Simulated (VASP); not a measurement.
Write the native input for VASP 6.6.1 that does the following.

```yaml
Task: single point
Functional: PBE
Potentials_or_basis: VASP PAW PBE potentials, release 64 (Co, O)
Cutoff: 520 eV
k_mesh: 10 × 10 × 10
Occupations: fermi-dirac, width 0.05 eV
Spin: collinear spin, ferromagnetic start
Starting_moments: "[0.5, 0.0] μB"
Fixed_moment: 0.5 μB
Dipole_correction: no
Further_INCAR_settings: ALGO = Normal; EDIFF = 1e-06; NBANDS = 18
```

The structure of CoO lies in POSCAR:

```
CoO
1.0
   -1.5080000000      1.5080000000      2.1072475377
    1.5080000000     -1.5080000000      2.1072475377
    1.5080000000      1.5080000000     -2.1072475377
Co O
1 1
Direct
    0.0000000000      0.0000000000      0.0000000000
    0.5000000000      0.5000000000      0.0000000000
```

These files were run (other wordings do the same):

INCAR

```
SYSTEM = CoO
PREC     = Accurate       ! precision mode
ENCUT    = 520            ! plane-wave cutoff, eV
EDIFF    = 1E-6           ! SCF threshold, eV
ISMEAR   = -1             ! smearing method
SIGMA    = 0.05           ! smearing width, eV
LREAL    = .False.        ! projectors in reciprocal space
LASPH    = .True.         ! aspherical terms in the spheres
NELM     = 150            ! most SCF steps
ALGO     = Normal         ! electronic algorithm
ISIF     = 2              ! what is computed and relaxed
LWAVE    = .False.        ! write WAVECAR
LCHARG   = .True.         ! write CHGCAR
ISPIN    = 2              ! spin polarisation
MAGMOM   = 0.5 0          ! initial moments
LORBIT   = 11             ! projections on sites
NUPDOWN  = 0.5            ! fixed moment
LMAXMIX  = 4              ! l up to which the mixer works
GGA      = PE             ! functional
LELF     = .True.         ! ELF
LVHAR    = .True.       
NBANDS   = 18             ! bands
```

KPOINTS

```
regular mesh
0
Gamma
  10 10 10
  0 0 0
```

Potentials or basis: VASP PAW PBE potentials, release 64 (Co, O).

Command:

```console
$ cat potpaw_PBE.64/Co/POTCAR potpaw_PBE.64/O/POTCAR > POTCAR
$ mpirun -np 1 vasp_std > vasp.out
```

It gave:

```json
{
  "Pressure": "-17.1 GPa",
  "Net moment": "0.50 μB per cell",
  "Site moments": "Co +0.52; O -0.03 μB",
  "Valence electrons inside the program's atomic spheres": "Co 7.92; O 4.92"
}
```

Caveat: the cell stands under tension; the total moment is fixed, so each spin has its own Fermi level and the state may be an excited one; a cell with one magnetic atom can't hold antiferromagnetic order, which such compounds often take.

Run time: 58 s on 1 thread of Intel(R) Xeon(R) Platinum 8488C (Sapphire Rapids) (shared host), peak memory 0.18 GiB.
